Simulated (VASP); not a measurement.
PIr2, 3 atoms in the cell. The structure is cubic, space group Fm-3m (No. 225). The conventional cell has a = 5.573 Å, b = 5.573 Å, c = 5.573 Å, α = 90.00°, β = 90.00°, γ = 90.00°. Within 3.2 Å of Ir (site symmetry -43m) lie 4 P at 2.41 Å and 6 Ir at 2.79 Å. Within 3.2 Å of P (site symmetry m-3m) lie 8 Ir at 2.41 Å. 

* Program: VASP 6.6.1
* Task: single point
* Functional: r2SCAN
* Potentials or basis: VASP PAW PBE potentials, release 64 (Ir, P)
* Cutoff: 520 eV
* k mesh: 10 × 10 × 10
* Occupations: fermi-dirac, width 0.1 eV
* Spin: no spin polarisation
* Dipole correction: no
* Further INCAR settings: ALGO = Normal; EDIFF = 1e-06; NBANDS = 18

Potentials or basis: VASP PAW PBE potentials, release 64 (Ir, P).

Run with:

```bash
$ cat potpaw_PBE.64/Ir/POTCAR potpaw_PBE.64/P/POTCAR > POTCAR
$ cp INCAR.step1 INCAR
$ mpirun -np 1 vasp_std > vasp.out
$ cp INCAR.step2 INCAR
$ mpirun -np 1 vasp_std > vasp.out
```

Hardware: 1 thread of AMD EPYC 7R43 64-Core Processor (Zen 3), on a shared host.

Task: Estimate the wall time of this run.

Result: Run time: 2.8 min on 1 thread of AMD EPYC 7R43 64-Core Processor (Zen 3), with other jobs on the host, peak memory 0.16 GiB. Counts: k points 47.
